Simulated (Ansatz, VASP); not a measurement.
One calculation of CsPtS, two programs

```
CELL_PARAMETERS angstrom
4.65440 0.00000 0.00000
0.00000 4.65440 0.00000
0.00000 0.00000 5.23363
ATOMIC_POSITIONS crystal
Cs 0.00000 0.00000 0.00000
Pt 0.00000 0.00000 0.50000
S 0.50000 0.50000 0.50000
```

Alike in both runs: task relaxation of cell and atoms; functional PBE; k mesh 4 × 4 × 4; occupations gaussian, width 0.1 eV; no spin polarisation.

```csv
,VASP,Ansatz
version,VASP 6.6.1,Ansatz 0.2.0
potentials or method,"VASP PAW PBE potentials, release 64 (Cs_sv, Pt_sv_GW, S), cutoff 570 eV","scalar-relativistic, plane waves, PAW"
valence electrons in the cell,33,33
```

VASP gave:

| Quantity | Value |
| --- | --- |
| gap on the k mesh at the Fermi level, each at its own relaxed structure (eV) | none |
| relaxed volume (Å³/atom) | 27.09 |
| relaxed length of the cell vector where the two differ most in proportion (Å) | 6.437 |

Q: What did Ansatz give for the same quantities?

A: gap on the k mesh at the Fermi level, each at its own relaxed structure (eV): none; relaxed volume (Å³/atom): 27.14; relaxed length of the cell vector where the two differ most in proportion (Å): 6.386.

A gap of «none» marks a metal or a gap that the smearing closes.

Neither program's run includes spin-orbit coupling. Noted on VASP's run: the volume moved by over 15 % at a fixed basis, so the end points are rough.
